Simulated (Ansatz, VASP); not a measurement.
# One calculation of Bi4Se3, two programs

INCAR

```
SYSTEM = Bi4Se3
  PREC = Accurate
  ENCUT = 520
  EDIFF = 1E-6
  ISMEAR = 0
  SIGMA = 0.1
  LREAL = .False.
  LASPH = .True.
  NELM = 100
  ALGO = Normal
  ISIF = 2
  LWAVE = .False.
  LCHARG = .False.
  LDIPOL = .True.
  IDIPOL = 3
  DIPOL = 0.5 0.5 0.505
  GGA = PS
  NBANDS = 91
```

The input KPOINTS:

```
Automatic mesh
0
Gamma
  9 9 1
  0 0 0
```

File POSCAR:

```
Bi4Se3
1.0
    4.2615963392      0.0000000000      0.0000000000
   -2.1307981696      3.6906506904      0.0000000000
    0.0000000000      0.0000000000     38.9738550284
Bi Se
8 6
Direct
    0.0000000000      0.0000000000      0.1924366988
    0.6666666667      0.3333333333      0.2373675675
    0.0000000000      0.0000000000      0.3371217138
    0.3333333333      0.6666666667      0.4305974778
    0.6666666667      0.3333333333      0.5303516241
    0.3333333333      0.6666666667      0.5752824928
    0.6666666667      0.3333333333      0.6750366391
    0.0000000000      0.0000000000      0.7685124031
    0.3333333333      0.6666666667      0.2980708156
    0.6666666667      0.3333333333      0.3838595958
    0.0000000000      0.0000000000      0.4696483759
    0.0000000000      0.0000000000      0.6359857409
    0.3333333333      0.6666666667      0.7217745211
    0.6666666667      0.3333333333      0.8075633012
```

Input for Ansatz:

```yaml
crystal:
  lattice:
    - [4.2615963392, 0.0, 0.0]
    - [-2.1307981696, 3.6906506904, 0.0]
    - [0.0, 0.0, 38.9738550284]
  atoms:
    - { symbol: Bi, position: [0.0, 0.0, 0.1924366988] }
    - { symbol: Bi, position: [0.6666666667, 0.3333333333, 0.2373675675] }
    - { symbol: Se, position: [0.3333333333, 0.6666666667, 0.2980708156] }
    - { symbol: Bi, position: [0.0, 0.0, 0.3371217138] }
    - { symbol: Se, position: [0.6666666667, 0.3333333333, 0.3838595958] }
    - { symbol: Bi, position: [0.3333333333, 0.6666666667, 0.4305974778] }
    - { symbol: Se, position: [0.0, 0.0, 0.4696483759] }
    - { symbol: Bi, position: [0.6666666667, 0.3333333333, 0.5303516241] }
    - { symbol: Bi, position: [0.3333333333, 0.6666666667, 0.5752824928] }
    - { symbol: Se, position: [0.0, 0.0, 0.6359857409] }
    - { symbol: Bi, position: [0.6666666667, 0.3333333333, 0.6750366391] }
    - { symbol: Se, position: [0.3333333333, 0.6666666667, 0.7217745211] }
    - { symbol: Bi, position: [0.0, 0.0, 0.7685124031] }
    - { symbol: Se, position: [0.6666666667, 0.3333333333, 0.8075633012] }
basis:
  ecutwfc: 420
kpoints:
  mp_grid: { grid: [9, 9, 1] }
hamiltonian:
  xc: pbesol
scf:
  occupations: { method: gaussian, width: 0.1 }
output:
  forces: true
  stress: true
  eigenvalues: true
  write_density: true
  write_potential: true
  elf: true
  volumetric_format: npy
efield:
  axis: 3
  dipole_correction: true
  ramp_width: 0.04
```

Alike in both runs: task single point; functional PBEsol; k mesh 9 × 9 × 1; occupations gaussian, width 0.1 eV; no spin polarisation.

|  | VASP | Ansatz |
| --- | --- | --- |
| version | VASP 6.6.1 | Ansatz 0.2.0 |
| potentials or method | VASP PAW PBE potentials, release 64 (Bi_d, Se), cutoff 520 eV | scalar-relativistic, plane waves, PAW |
| valence electrons in the cell | 156 | 216 |

Ansatz gave:

```
gap on the k mesh at the Fermi level (eV) : none
rms of the force components (eV/Å)        : 0.084
```

Q: Which values does VASP return?

A: gap on the k mesh at the Fermi level (eV): none; rms of the force components (eV/Å): 0.082.

VASP's potentials were made for PBE, not for PBEsol. A gap of «none» marks a metal or a gap that the smearing closes. The functional is the same, so the differences come from potentials, cutoffs and numerics. VASP's potentials hold 156 valence electrons a cell and Ansatz's 216, so a difference there can come from the potentials and not from the codes. Ansatz's warnings: xc potential rough in thin density.

Spin-orbit coupling is off throughout.
